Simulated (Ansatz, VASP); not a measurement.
H in VASP and in Ansatz

```
H
1.0
     2.64964    0.00000    0.00000
     0.00000    2.64964    0.00000
     0.00000    0.00000    0.98049
H
1
Cartesian
  0.1007 1.1923 0.8118
```

Alike in both runs: task single point; functional PBE; k mesh 8 × 8 × 22; occupations gaussian, width 0.1 eV; no spin polarisation.

|  | VASP | Ansatz |
| --- | --- | --- |
| version | VASP 6.6.1 | Ansatz 0.2.0 |
| potentials or method | VASP PAW PBE potentials, release 64 (H) | scalar-relativistic, plane waves, PAW |
| plane-wave cutoff (eV) | 500 | 420 |
| valence electrons in the cell | 1 | 1 |

VASP gave:

| Item | Value |
| --- | --- |
| pressure (GPa) | 1.4 |
| traceless stress, the component that is largest in VASP (GPa) | -1.71 |

Q: Estimate Ansatz's values.

A: Pressure (GPa): 1.8; traceless stress, the component that is largest in VASP (GPa): -1.75.
